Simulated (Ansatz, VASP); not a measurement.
One calculation of SnO, two programs

```
Sn O
1.0
     3.77039    0.00000    0.00000
     0.00000    3.77039    0.00000
     0.00000    0.00000    4.56337
Sn O
2 2
Direct
  0.00000 0.50000 0.25326
  0.50000 0.00000 0.74674
  0.00000 0.00000 0.00000
  0.50000 0.50000 0.00000
```

Alike in both runs: functional PBEsol; dispersion D3(BJ); k mesh 12 × 12 × 10; occupations gaussian, width 0.1 eV; no spin polarisation.

Ansatz relaxed the structure, and its values are those at the end. VASP's run is a single point on that final structure, the one shown.

```csv
,VASP,Ansatz
version,VASP 6.6.1,Ansatz 0.2.0
potentials or method,"VASP PAW PBE potentials, release 64 (Sn_d, O), cutoff 600 eV","scalar-relativistic, plane waves, PAW"
valence electrons in the cell,40,40
```

VASP gave:

* gap on the k mesh at the Fermi level (eV): none
* pressure (GPa): 0.2
* rms of the force components (eV/Å): 0.034

Which values does Ansatz return?

gap on the k mesh at the Fermi level (eV): none; pressure (GPa): 0.0; rms of the force components (eV/Å): 0.000.

VASP's potentials were made for PBE, not for PBEsol. A gap of «none» marks a metal or a gap that the smearing closes.
